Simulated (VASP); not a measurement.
Write the native input for VASP 6.6.1 that does the following.

| Quantity | Value |
| --- | --- |
| Task | single point |
| Functional | HSE06 |
| Potentials or basis | VASP PAW PBE potentials, release 64 (Au, Cu) |
| Cutoff | 520 eV |
| k mesh | 5 × 5 × 4 |
| Occupations | fermi-dirac, width 0.05 eV |
| Spin | no spin polarisation |
| Dipole correction | no |
| Grid for exact exchange (PRECFOCK) | Normal |
| Further INCAR settings | ALGO = Normal; EDIFF = 1e-06; NBANDS = 18 |
| Share of exact exchange | 0.25 |
| Screening parameter | 0.2079 1/Å |

CuAu:

```
Au Cu
1.0
     2.81075    0.00000    0.00000
     0.00000    2.81075    0.00000
     0.00000    0.00000    3.68500
Au Cu
1 1
Direct
  0.00000 0.00000 0.00000
  0.50000 0.50000 0.50000
```

The input as run:

POSCAR

```
CuAu
1.0
    2.8107494552      0.0000000000      0.0000000000
    0.0000000000      2.8107494552      0.0000000000
    0.0000000000      0.0000000000      3.6850000000
Au Cu
1 1
Direct
    0.0000000000      0.0000000000      0.0000000000
    0.5000000000      0.5000000000      0.5000000000
```

INCAR.step1

```
PREC = Accurate ; ENCUT = 520
EDIFF = 1E-5 ; ISMEAR = -1
SIGMA = 0.05 ; LREAL = F
LASPH = T ; NELM = 80
ALGO = Normal ; ISIF = 2
LWAVE = T ; LCHARG = F
NBANDS = 18 ; GGA = PE
```

INCAR.step2

```
PREC = Accurate ; ENCUT = 520
EDIFF = 1E-6 ; ISMEAR = -1
SIGMA = 0.05 ; LREAL = F
LASPH = T ; NELM = 80
ALGO = Normal ; ISIF = 2
LWAVE = F ; LCHARG = F
GGA = PE ; LHFCALC = T
HFSCREEN = 0.2079 ; PRECFOCK = Normal
NBANDS = 18 ; ISTART = 1
```

KPOINTS

```
Automatic mesh
0
Gamma
  5 5 4
```

Potentials or basis: VASP PAW PBE potentials, release 64 (Au, Cu).

The run is started by

```sh
$ cat potpaw_PBE.64/Au/POTCAR potpaw_PBE.64/Cu/POTCAR > POTCAR
$ cp INCAR.step1 INCAR
$ mpirun -np 1 vasp_std > vasp.out
$ cp INCAR.step2 INCAR
$ mpirun -np 1 vasp_std > vasp.out
```

Results of the run:

```
Pressure               : 1.9 GPa
Band gap on the k mesh : zero (bands 11 and 12 overlap by 6.12 eV)
```

Caveat: the k points lie up to 0.45 Å⁻¹ apart, too coarse for converged energies and pressures of a metal; the PAW data sets were made with another functional, which shifts forces and pressure a little; spin-orbit coupling is left out, which moves the levels of the heavy elements.

Wall time 37 min on 1 thread of Oxide Virtual Turin-like Processor, on a shared host, peak memory 0.22 GiB.
